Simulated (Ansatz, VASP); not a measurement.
# Two plane-wave programs on Al3Fe2Co

INCAR

```
PREC = Accurate ; ENCUT = 520
EDIFF = 1E-6 ; ISMEAR = 0
SIGMA = 0.1 ; LREAL = False
LASPH = True ; NELM = 150
ALGO = Normal ; ISIF = 2
LWAVE = False ; LCHARG = False
ISPIN = 2 ; MAGMOM = 0 0 0 0 0.61 0.61
LORBIT = 11 ; LMAXMIX = 4
GGA = PE ; NBANDS = 30
```

KPOINTS

```
Automatic mesh
0
Gamma
  6 6 4
```

POSCAR

```
Al3Fe2Co
1.0
    4.0527998000      0.0000000000      0.0000000000
   -2.0263999000      3.5098276000      0.0000000000
    0.0000000000      0.0000000000      4.9604666000
Al Co Fe
3 1 2
Direct
    0.0000000000      0.0000000000      0.0000000000
    0.3333333000      0.6666667000      0.6640190000
    0.6666667000      0.3333333000      0.3359810000
    0.0000000000      0.0000000000      0.5000000000
    0.6666667000      0.3333333000      0.8380780000
    0.3333333000      0.6666667000      0.1619220000
```

Input for Ansatz:

```yaml
crystal:
  lattice:
    - [4.0527998, 0.0, 0.0]
    - [-2.0263999, 3.5098276, 0.0]
    - [0.0, 0.0, 4.9604666]
  atoms:
    - { symbol: Al, position: [0.0, 0.0, 0.0] }
    - { symbol: Al, position: [0.3333333, 0.6666667, 0.664019] }
    - { symbol: Al, position: [0.6666667, 0.3333333, 0.335981] }
    - { symbol: Co, position: [0.0, 0.0, 0.5] }
    - { symbol: Fe, position: [0.6666667, 0.3333333, 0.838078], spin: 0.61 }
    - { symbol: Fe, position: [0.3333333, 0.6666667, 0.161922], spin: 0.61 }
basis:
  ecutwfc: 420
kpoints:
  mp_grid: { grid: [6, 6, 4] }
hamiltonian:
  xc: pbe
scf:
  occupations: { method: gaussian, width: 0.1 }
  lower_state_search: "off"
output:
  forces: true
  stress: true
  eigenvalues: true
  populations: true
magnetization:
  spin_polarized: true
```

Alike in both runs: task single point; functional PBE; k mesh 6 × 6 × 4; occupations gaussian, width 0.1 eV; collinear spin.

```csv
,VASP,Ansatz
version,VASP 6.6.1,Ansatz 0.2.0
potentials or method,"VASP PAW PBE potentials, release 64 (Al, Co, Fe), cutoff 520 eV","scalar-relativistic, plane waves, PAW"
valence electrons in the cell,34,58
```

Ansatz gave:

| Quantity | Value |
| --- | --- |
| gap on the k mesh at the Fermi level (eV) | none |
| pressure (GPa) | 0.2 |
| traceless stress, the component that is largest in VASP (GPa) | -0.08 |
| rms of the force components (eV/Å) | 0.012 |
| net moment per atom (μB) | 0.21 |
| size of the moment on the site where the two differ most (μB) | 0.06 |

Estimate VASP's values.

gap on the k mesh at the Fermi level (eV): none; pressure (GPa): 0.1; traceless stress, the component that is largest in VASP (GPa): -0.05; rms of the force components (eV/Å): 0.008; net moment per atom (μB): 0.21; size of the moment on the site where the two differ most (μB): 0.05.

Site moments also hang on the region over which each program counts them. Atom by atom the forces differ by 0.004 eV/Å (rms over components). A gap of «none» marks a metal or a gap that the smearing closes. VASP's potentials hold 34 valence electrons a cell and Ansatz's 58, so a difference there can come from the potentials and not from the codes.
